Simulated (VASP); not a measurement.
**SrO: single point with PBE**

The system is SrO.

```
Sr O
1.0
     0.00000    2.56980    2.56980
     2.56980    0.00000    2.56980
     2.56980    2.56980    0.00000
Sr O
1 1
Cartesian
  0.0000 0.0000 0.1000
  2.5698 2.5698 2.5698
```

This cell differs from its parent crystal: all Sr atoms moved -0.100 Å, as atom 1 towards its neighbour atom 2 (O) at 2.570 Å.

| Item | Value |
| --- | --- |
| Program | VASP 6.6.1 |
| Task | single point |
| Functional | PBE |
| Potentials or basis | VASP PAW PBE potentials, release 64 (Sr_sv, O) |
| Cutoff | 520 eV |
| k mesh | 8 × 8 × 8 |
| Occupations | gaussian, width 0.05 eV |
| Spin | no spin polarisation |

```json
{"Pressure": "3.8 GPa", "Largest force": "0.249 eV/Å", "Band gap on the k mesh": "3.29 eV, indirect (least direct gap 3.36 eV)"}
```

Forces in eV/Å, atoms in the order of the input:
```
Sr   0.000  0.000 -0.249
O    0.000  0.000  0.249
```

Stress tensor (GPa, compression positive):
```
3.39 0.00 0.00
0.00 3.39 0.00
0.00 0.00 4.57
```

Levels at points of the mesh, in eV from the valence-band top:
| k point | band 5 | band 6 | band 7 | band 8 | band 9 | band 10 | band 11 | band 12 |
| --- | --- | --- | --- | --- | --- | --- | --- | --- |
| (0.00, 0.00, 0.00) | -13.96 | -0.01 | -0.01 | 0.00 | 4.01 | 6.24 | 6.28 | 6.28 |
| (0.50, 0.00, 0.00) | -12.80 | -2.15 | -1.12 | -1.11 | 6.57 | 8.39 | 8.89 | 8.96 |
| (0.50, 0.50, 0.00) | -14.36 | -0.39 | -0.07 | -0.07 | 3.29 | 7.80 | 10.22 | 10.33 |
| (0.00, 0.50, 0.50) | -14.28 | -0.41 | -0.13 | -0.07 | 3.37 | 7.81 | 10.23 | 10.42 |

It took 24 s on 1 thread of Intel Xeon 6975P-C, with other jobs on the host, peak memory 0.18 GiB.

Caveat: the cell differs from its parent crystal (all Sr atoms moved -0.100 Å, as atom 1 towards its neighbour atom 2 (O) at 2.570 Å). A k mesh can miss the band edges.
